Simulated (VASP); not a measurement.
# Se (P3_221) in VASP: notebook

Se is run at these levels: PBE; tasks: single point.

All numbers are computed with VASP 6.6.1; they aren't measurements. Logs are shortened: lines on timing, memory, paths and dates and some standing lists are left out, and cuts for length are marked.

### Step 1. The cell of the first run

Symmetry: P3_221, No. 154, trigonal system. Conventional cell: a = 4.173 Å, b = 4.173 Å, c = 4.743 Å, α = 90.00°, β = 90.00°, γ = 120.00°. Within 2.9 Å of Se (site symmetry 2) lie 2 Se at 2.23 Å.

### Step 2. Single point, PBE

File INCAR:

```
SYSTEM = Se
PREC = Accurate ; ENCUT = 500
EDIFF = 1E-6 ; ISMEAR = 0
SIGMA = 0.01 ; LREAL = .FALSE.
LASPH = .TRUE. ; NELM = 120
ALGO = Normal ; ISIF = 2
LWAVE = .FALSE. ; LCHARG = .FALSE.
GGA = PE ; NBANDS = 16
GGA_COMPAT = .FALSE.
```

File KPOINTS:

```
Automatic mesh
0
G
  5 5 4
  0 0 0
```

File POSCAR:

```
Se
1.0
    4.1734896038      0.0000000000      0.0000000000
   -2.0867448019      3.6143481556      0.0000000000
    0.0000000000      0.0000000000      4.7429786023
Se
3
Direct
    0.2170000000      0.0000000000      0.1666666667
    0.0000000000      0.2170000000      0.8333333333
    0.7830000000      0.7830000000      0.5000000000
```

Potentials or basis: VASP PAW PBE potentials, release 64 (Se).

Run with:

```sh
$ cat potpaw_PBE.64/Se/POTCAR > POTCAR
$ mpirun -np 1 vasp_std > vasp.out
```

OUTCAR:

```text
SYSTEM = Se
   PREC = Accurate
   ENCUT = 500
   EDIFF = 1E-6
   ISMEAR = 0
   LREAL = .FALSE.
   LASPH = .TRUE.
   NELM = 120
   ISIF = 2
   GGA = PE

 ion  position               nearest neighbor table
   1  0.217  0.000  0.167-   3 2.23   2 2.23
   2  0.000  0.217  0.833-   1 2.23   3 2.23
   3  0.783  0.783  0.500-   1 2.23   2 2.23

  LATTYP: Found a hexagonal cell.
 ALAT       =     4.1734896038
 C/A-ratio  =     1.1364539157

  Lattice vectors:

 A1 = (   4.1734896038,   0.0000000000,   0.0000000000)
 A2 = (  -2.0867448019,   3.6143481556,   0.0000000000)
 A3 = (   0.0000000000,   0.0000000000,   4.7429786023)

Analysis of symmetry for initial positions (statically):
=====================================================================
 Subroutine PRICEL returns:
 Original cell was already a primitive cell.

 Routine SETGRP: Setting up the symmetry group for a
 hexagonal supercell.

 Subroutine GETGRP returns: Found  6 space group operations
 (whereof  2 operations were pure point group operations)
 out of a pool of 24 trial point group operations.

The static configuration has the point symmetry C_2 .
 The point group associated with its full space group is D_3 .

Analysis of symmetry for dynamics (positions and initial velocities):
=====================================================================
 Subroutine PRICEL returns:
 Original cell was already a primitive cell.

 Routine SETGRP: Setting up the symmetry group for a
 hexagonal supercell.

 Subroutine GETGRP returns: Found  6 space group operations
 (whereof  2 operations were pure point group operations)
 out of a pool of 24 trial point group operations.

The dynamic configuration has the point symmetry C_2 .
 The point group associated with its full space group is D_3 .

 Subroutine INISYM returns: Found  6 space group operations
 (whereof  2 operations are pure point group operations),
 and found     1 'primitive' translations

----------------------------------------------------------------------------------------

                                     Primitive cell

  volume of cell :      71.5452

  direct lattice vectors                    reciprocal lattice vectors
     4.173489604  0.000000000  0.000000000     0.239607641  0.138337531  0.000000000
    -2.086744802  3.614348156  0.000000000     0.000000000  0.276675062  0.000000000
     0.000000000  0.000000000  4.742978602     0.000000000  0.000000000  0.210837974

  length of vectors
     4.173489604  4.173489722  4.742978602     0.276675070  0.276675062  0.210837974

  position of ions in fractional coordinates (direct lattice)
     0.217000000  0.000000000  0.166666667
     1.000000000  0.217000000  0.833333333
     0.783000000  0.783000000  0.500000000

  ion indices of the primitive-cell ions
   primitive index   ion index
                 1           1
                 2           2
                 3           3

----------------------------------------------------------------------------------------

 KPOINTS: Automatic mesh

Automatic generation of k-mesh.
 Grid dimensions read from file:
 generate k-points for:    5    5    4

 Generating k-lattice:

  Cartesian coordinates                     Fractional coordinates (reciprocal lattice)
     0.047921528  0.027667506  0.000000000     0.200000000 -0.000000000  0.000000000
     0.000000000  0.055335012  0.000000000     0.000000000  0.200000000  0.000000000
     0.000000000  0.000000000  0.052709494     0.000000000  0.000000000  0.250000000

  Length of vectors
     0.055335014  0.055335012  0.052709494

  Shift w.r.t. Gamma in fractional coordinates (k-lattice)
     0.000000000  0.000000000  0.000000000

 Subroutine IBZKPT returns following result:
 ===========================================

 Found     17 irreducible k-points:

 Following reciprocal coordinates:
            Coordinates               Weight
  0.000000  0.000000  0.000000      1.000000
  0.200000  0.000000  0.000000      6.000000
  0.400000  0.000000  0.000000      6.000000
  0.200000  0.200000  0.000000      6.000000
  0.400000  0.200000  0.000000      6.000000
  0.000000  0.000000  0.250000      2.000000
[... 9 lines left out ...]
  0.200000  0.200000  0.500000      6.000000
  0.400000  0.200000  0.500000      6.000000
   k-points           NKPTS =     17   k-points in BZ     NKDIM =     17   number of bands    NBANDS=     16
   number of dos      NEDOS =    301   number of ions     NIONS =      3
   total plane-waves  NPLWV =  32400
   dimension x,y,z NGX =    30 NGY =   30 NGZ =   36
   dimension x,y,z NGXF=    60 NGYF=   60 NGZF=   72
   ions per type =               3
   NGX,Y,Z   is equivalent  to a cutoff of  11.95, 11.95, 12.62 a.u.
   NGXF,Y,Z  is equivalent  to a cutoff of  23.90, 23.90, 25.24 a.u.
 SYSTEM =  Se
   PREC   = accura    normal or accurate (medium, high low for compatibility)
   ISTART =      0    job   : 0-new  1-cont  2-samecut
   ICHARG =      2    charge: 1-file 2-atom 10-const
[... 117 lines left out ...]
[... 8 lines left out ...]
     15      12.8231      0.00000
     16      14.2011      0.00000

 k-point     6 :       0.0000    0.0000    0.2500
  band No.  band energies     occupation
      1     -12.8215      2.00000
      2     -10.1644      2.00000
      3      -6.0270      2.00000
      4      -1.0304      2.00000
      5      -0.1115      2.00000
      6       0.1111      2.00000
[... 8 lines left out ...]
     15      11.3571      0.00000
     16      11.9433      0.00000

 k-point     7 :       0.2000    0.0000    0.2500
  band No.  band energies     occupation
      1     -12.6596      2.00000
      2     -10.0875      2.00000
      3      -6.3221      2.00000
      4      -1.5112      2.00000
      5      -1.1602      2.00000
      6       0.2101      2.00000
[... 8 lines left out ...]
     15      11.6556      0.00000
     16      12.0907      0.00000

 k-point     8 :       0.0000    0.2000    0.2500
  band No.  band energies     occupation
      1     -12.6610      2.00000
      2     -10.0780      2.00000
      3      -6.3645      2.00000
      4      -1.5200      2.00000
      5      -0.8685      2.00000
      6       0.2652      2.00000
[... 8 lines left out ...]
     15      11.2059      0.00000
     16      12.1796      0.00000

 k-point     9 :       0.4000    0.0000    0.2500
  band No.  band energies     occupation
      1     -12.3570      2.00000
      2      -9.9714      2.00000
      3      -6.8530      2.00000
      4      -2.1806      2.00000
      5      -1.7627      2.00000
      6      -0.1292      2.00000
[... 8 lines left out ...]
     15      12.8993      0.00000
     16      13.7285      0.00000
[... 39 lines left out ...]
 k-point    12 :       0.4000    0.2000    0.2500
  band No.  band energies     occupation
      1     -12.2559      2.00000
      2      -9.9193      2.00000
      3      -7.0473      2.00000
      4      -2.2210      2.00000
      5      -2.0209      2.00000
      6      -0.2225      2.00000
[... 8 lines left out ...]
     15      12.3633      0.00000
     16      13.5191      0.00000

 k-point    13 :       0.0000    0.0000    0.5000
  band No.  band energies     occupation
      1     -11.7927      2.00000
      2     -11.7927      2.00000
      3      -4.8621      2.00000
      4      -1.7956      2.00000
      5       0.1924      2.00000
      6       0.1924      2.00000
[... 8 lines left out ...]
     15      11.2306      0.00000
     16      12.1233      0.00000

 k-point    14 :       0.2000    0.0000    0.5000
  band No.  band energies     occupation
      1     -11.6728      2.00000
      2     -11.6343      2.00000
      3      -5.4201      2.00000
      4      -2.1288      2.00000
      5      -0.4301      2.00000
      6      -0.2468      2.00000
[... 8 lines left out ...]
     15      12.0138      0.00000
     16      12.8442      0.00000

 k-point    15 :       0.4000    0.0000    0.5000
  band No.  band energies     occupation
      1     -11.4623      2.00000
      2     -11.3372      2.00000
      3      -6.2507      2.00000
      4      -2.8086      2.00000
      5      -1.0577      2.00000
      6      -0.7410      2.00000
[... 8 lines left out ...]
     15      12.6462      0.00000
     16      13.6048      0.00000

 k-point    16 :       0.2000    0.2000    0.5000
  band No.  band energies     occupation
      1     -11.4890      2.00000
      2     -11.4167      2.00000
      3      -6.0660      2.00000
      4      -2.5659      2.00000
      5      -1.1172      2.00000
      6      -1.0083      2.00000
[... 8 lines left out ...]
     15      12.4652      0.00000
     16      13.2598      0.00000

 k-point    17 :       0.4000    0.2000    0.5000
  band No.  band energies     occupation
      1     -11.3574      2.00000
      2     -11.2749      2.00000
      3      -6.4328      2.00000
      4      -2.8299      2.00000
      5      -1.5461      2.00000
      6      -1.4420      2.00000
[... 8 lines left out ...]
     15      12.9312      0.00000
     16      13.2026      0.00000

------------------------ aborting loop because EDIFF is reached ----------------------------------------

  FORCE on cell =-STRESS in cart. coord.  units (eV):
  Direction    XX          YY          ZZ          XY          YZ          ZX
  --------------------------------------------------------------------------------------
  -------------------------------------------------------------------------------------
  Total        6.2774857      6.2774862     10.8283227      0.0000000      0.0000000      0.0000000
  in kB      140.5775040    140.5775146    242.4885780      0.0000000      0.0000000      0.0000000
  external PRESSURE =     174.5478656 kB  Pullay stress =       0.0000000 kB

 VOLUME and BASIS-vectors are now :
 -----------------------------------------------------------------------------
  energy-cutoff  :      500.00
  volume of cell :       71.55
      direct lattice vectors                 reciprocal lattice vectors
     4.173489604  0.000000000  0.000000000     0.239607641  0.138337531  0.000000000
    -2.086744802  3.614348156  0.000000000     0.000000000  0.276675062  0.000000000
     0.000000000  0.000000000  4.742978602     0.000000000  0.000000000  0.210837974

 POSITION                                       TOTAL-FORCE (eV/Angst)
 -----------------------------------------------------------------------------------
      0.90565      0.00000      0.79050         3.071680      0.000000      0.000000
     -0.45282      0.78431      3.95248        -1.535840      2.660153      0.000000
      1.63392      2.83003      2.37149        -1.535840     -2.660153      0.000000
 -----------------------------------------------------------------------------------
    total drift:                               -0.000000     -0.000000      0.000000

  FREE ENERGIE OF THE ION-ELECTRON SYSTEM (eV)
  ---------------------------------------------------
  free  energy   TOTEN  =        -9.6995848452 eV

  energy  without entropy=       -9.6995848452  energy(sigma->0) =       -9.69958485
```

It took 31 s on 1 thread of AMD EPYC 7R13, shared host; peak memory 0.18 GiB.

What came out:

```
Free energy            : -9.6996 eV
Pressure               : 17.5 GPa
Largest force          : 3.072 eV/Å
Band gap on the k mesh : 1.19 eV (least direct gap 1.40 eV)
```

Forces on the atoms (eV/Å):
```
Se   3.072  0.000  0.000
Se  -1.536  2.660  0.000
Se  -1.536 -2.660  0.000
```

Stress tensor (GPa, compression positive):
```
14.06  0.00  0.00
 0.00 14.06  0.00
 0.00  0.00 24.25
```

Levels at points of the mesh, in eV from the valence-band top:
```csv
k point,band 5,band 6,band 7,band 8,band 9,band 10,band 11,band 12,band 13,band 14
"(0.00, 0.00, 0.00)",-4.39,-4.39,-2.79,-2.79,-0.62,2.22,2.22,2.41,6.00,6.00
"(0.00, 0.00, 0.50)",-4.01,-4.01,-2.07,-2.07,-1.59,1.19,1.30,1.30,5.61,7.03
```

Caveat: the stress differs along the axes, from 14 to 24 GPa; forces of over 1 eV/Å act on the atoms, so gaps and moduli don't describe the material at rest. A k mesh can miss the band edges.

### Step 3. Single point, PBE

This run uses another cell than the first one, of 24.93 Å³/atom.

File INCAR:

```
SYSTEM = Se
ALGO     = Normal         ! electronic algorithm
EDIFF    = 1E-6           ! SCF threshold, eV
ENCUT    = 500            ! plane-wave cutoff, eV
GGA      = PE             ! functional
GGA_COMPAT= .FALSE.      
ISIF     = 2              ! what is computed and relaxed
ISMEAR   = 0              ! smearing method
LASPH    = .TRUE.         ! aspherical terms in the spheres
LCHARG   = .TRUE.         ! write CHGCAR
LELF     = .TRUE.         ! ELF
LREAL    = .FALSE.        ! projectors in reciprocal space
LVHAR    = .TRUE.       
LWAVE    = .FALSE.        ! write WAVECAR
NBANDS   = 16             ! bands
NELM     = 120            ! most SCF steps
PREC     = Accurate       ! precision mode
SIGMA    = 0.01           ! smearing width, eV
```

File KPOINTS:

```
k-points
0
G
  5 5 4
  0 0 0
```

File POSCAR:

```
Se
1.0
    4.2357896783      0.0000000000      0.0000000000
   -2.1178948391      3.6683016048      0.0000000000
    0.0000000000      0.0000000000      4.8137797659
Se
3
Direct
    0.2170000000      0.0000000000      0.1666666667
    0.0000000000      0.2170000000      0.8333333333
    0.7830000000      0.7830000000      0.5000000000
```

Potentials or basis: VASP PAW PBE potentials, release 64 (Se).

Run with:

```sh
$ cat potpaw_PBE.64/Se/POTCAR > POTCAR
$ mpirun -np 1 vasp_std > vasp.out
```

Wall time 30 s (1 thread of AMD EPYC 7R13, shared host); peak memory 0.18 GiB.

Results (log left out):

```
Free energy            : -10.0042 eV
Pressure               : 12.7 GPa
Largest force          : 2.353 eV/Å
Band gap on the k mesh : 1.24 eV (least direct gap 1.35 eV)
```

Forces in eV/Å, atoms in the order of the input:
```
Se   2.353  0.000  0.000
Se  -1.177  2.038  0.000
Se  -1.177 -2.038  0.000
```

Stress tensor (GPa, compression positive):
```
10.30  0.00  0.00
 0.00 10.30  0.00
 0.00  0.00 17.56
```

Levels at points of the mesh, in eV from the valence-band top:
```
           k point  band 6  band 7  band 8  band 9  band 10  band 11  band 12  band 13
(0.00, 0.00, 0.00)   -4.23   -2.56   -2.56   -0.54     2.17     2.17     2.44     6.15
(0.00, 0.00, 0.50)   -3.81   -1.88   -1.88   -1.45     1.24     1.36     1.36     5.81
```

Caveat: the stress differs along the axes, from 10 to 18 GPa; forces of over 1 eV/Å act on the atoms, so gaps and moduli don't describe the material at rest.

### Step 4. Single point, PBE

This run uses another cell than the first one, of 26.02 Å³/atom.

File INCAR:

```
SYSTEM = Se
ALGO = Normal
EDIFF = 1E-6
ENCUT = 500
GGA = PE
GGA_COMPAT = .False.
ISIF = 2
ISMEAR = 0
LASPH = .True.
LCHARG = .True.
LELF = .True.
LREAL = .False.
LVHAR = .True.
LWAVE = .False.
NBANDS = 16
NELM = 120
PREC = Accurate
SIGMA = 0.01
```

File KPOINTS:

```
k-points
0
Gamma
  5 5 4
  0 0 0
```

File POSCAR:

```
Se
1.0
    4.2963091359      0.0000000000      0.0000000000
   -2.1481545680      3.7207129945      0.0000000000
    0.0000000000      0.0000000000      4.8825573405
Se
3
Direct
    0.2170000000      0.0000000000      0.1666666667
    0.0000000000      0.2170000000      0.8333333333
    0.7830000000      0.7830000000      0.5000000000
```

Run with:

```sh
$ cat potpaw_PBE.64/Se/POTCAR > POTCAR
$ mpirun -np 1 vasp_std > vasp.out
```

It took 30 s on 1 thread of AMD EPYC 7R13, shared host; peak memory 0.18 GiB.

Results (log left out):

```yaml
Free_energy: -10.2220 eV
Pressure: 8.9 GPa
Largest_force: 1.732 eV/Å
Band_gap_on_the_k_mesh: 1.27 eV (least direct gap 1.30 eV)
```

Forces on the atoms (eV/Å):
```
Se   1.732  0.000  0.000
Se  -0.866  1.500  0.000
Se  -0.866 -1.500  0.000
```

Stress tensor (GPa, compression positive):
```
 7.24  0.00  0.00
 0.00  7.24  0.00
 0.00  0.00 12.11
```

Levels at points of the mesh, in eV from the valence-band top:
```
           k point  band 6  band 7  band 8  band 9  band 10  band 11  band 12  band 13
(0.00, 0.00, 0.00)   -3.99   -2.36   -2.36   -0.46     2.12     2.12     2.46     6.09
(0.00, 0.00, 0.50)   -3.63   -1.71   -1.71   -1.32     1.27     1.41     1.41     5.98
```

Caveat: the cell stands under pressure; forces of over 1 eV/Å act on the atoms, so gaps and moduli don't describe the material at rest. A hybrid or GW would open this gap; PBE tends to underestimate it.

### Step 5. Single point, PBE

This run uses another cell than the first one, of 27.10 Å³/atom.

File INCAR:

```
  ALGO = Normal
  EDIFF = 1E-6
  ENCUT = 500
  GGA = PE
  GGA_COMPAT = F
  ISIF = 2
  ISMEAR = 0
  LASPH = T
  LCHARG = F
  LREAL = F
  LWAVE = F
  NBANDS = 16
  NELM = 120
  PREC = Accurate
  SIGMA = 0.01
```

File KPOINTS:

```
k-points
0
Gamma
  5 5 4
```

File POSCAR:

```
Se
1.0
    4.3551700000      0.0000000000      0.0000000000
   -2.1775850000      3.7716880000      0.0000000000
    0.0000000000      0.0000000000      4.9494500000
Se
3
Direct
    0.2170000000      0.0000000000      0.1666666667
    0.0000000000      0.2170000000      0.8333333333
    0.7830000000      0.7830000000      0.5000000000
```

Run with:

```sh
$ cat potpaw_PBE.64/Se/POTCAR > POTCAR
$ mpirun -np 1 vasp_std > vasp.out
```

It took 32 s on 1 thread of AMD EPYC 7R13, shared host; peak memory 0.18 GiB.

It converged, with:

```yaml
Free_energy: -10.3689 eV
Pressure: 5.7 GPa
Largest_force: 1.191 eV/Å
Band_gap_on_the_k_mesh: 1.26 eV
```

Forces on the atoms (eV/Å):
```
Se   1.191  0.000  0.000
Se  -0.596  1.032  0.000
Se  -0.596 -1.032  0.000
```

Stress tensor (GPa, compression positive):
```
4.74 0.00 0.00
0.00 4.74 0.00
0.00 0.00 7.65
```

Levels at points of the mesh, in eV from the valence-band top:
| k point | band 5 | band 6 | band 7 | band 8 | band 9 | band 10 | band 11 | band 12 | band 13 | band 14 |
| --- | --- | --- | --- | --- | --- | --- | --- | --- | --- | --- |
| (0.00, 0.00, 0.00) | -3.98 | -3.77 | -2.17 | -2.17 | -0.39 | 2.07 | 2.07 | 2.47 | 6.04 | 6.41 |
| (0.00, 0.00, 0.50) | -3.47 | -3.47 | -1.55 | -1.55 | -1.21 | 1.29 | 1.45 | 1.45 | 6.14 | 7.40 |

Caveat: the cell stands under pressure; forces of over 1 eV/Å act on the atoms, so gaps and moduli don't describe the material at rest. A k mesh can miss the band edges.

### Step 6. The runs side by side

| cell | gap on the mesh (eV) | pressure (GPa) | largest force (eV/Å) |
| --- | --- | --- | --- |
| a = 4.173, b = 4.173, c = 4.743 Å, angles 90.0, 90.0, 120.0°, 3 atoms | 1.19 | 17.5 | 3.07 |
| a = 4.236, b = 4.236, c = 4.814 Å, angles 90.0, 90.0, 120.0°, 3 atoms | 1.24 | 12.7 | 2.35 |
| a = 4.296, b = 4.296, c = 4.883 Å, angles 90.0, 90.0, 120.0°, 3 atoms | 1.27 | 8.9 | 1.73 |
| a = 4.355, b = 4.355, c = 4.949 Å, angles 90.0, 90.0, 120.0°, 3 atoms | 1.26 | 5.7 | 1.19 |

Alike in all rows: task single point; level PBE; potentials or basis VASP PAW PBE potentials, release 64 (Se); no spin polarisation; k mesh 5 × 5 × 4; cutoff (eV) 500; smearing gaussian 0.01 eV.

Caveats: forces of over 1 eV/Å act on the atoms, so gaps and moduli don't describe the material at rest; the cell stands under pressure (at least some runs); the stress differs along the axes, from 14 to 24 GPa (at least some runs); the stress differs along the axes, from 10 to 18 GPa (at least some runs).

Absolute energies hang on the potentials; compare differences alone.
